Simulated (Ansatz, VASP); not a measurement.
## One calculation of Pb, two programs

```xyz
4
Lattice="3.6205 0.0000 0.0000 -1.8103 3.1354 0.0000 0.0000 0.0000 11.7017" Properties=species:S:1:pos:R:3 pbc="T T T"
Pb    1.8103    3.1354    0.0000
Pb    1.8103    3.1354    5.8508
Pb    0.0000    2.0903    2.9254
Pb    1.8103    1.0451    8.7762
```

Alike in both runs: task single point; functional PBE; k mesh 11 × 11 × 3; occupations fermi-dirac, width 0.1 eV; no spin polarisation.

```csv
,VASP,Ansatz
version,VASP 6.6.1,Ansatz 0.2.0
potentials or method,"VASP PAW PBE potentials, release 64 (Pb_d), cutoff 520 eV","plane waves (420 eV) with PAW, scalar-relativistic"
valence electrons in the cell,56,56
```

VASP gave:

- pressure (GPa): -1.5
- traceless stress, the component that is largest in VASP (GPa): 0.14

Task: Which values does Ansatz return?

Result: Pressure (GPa): -1.4; traceless stress, the component that is largest in VASP (GPa): 0.14.

Spin-orbit coupling is off throughout.
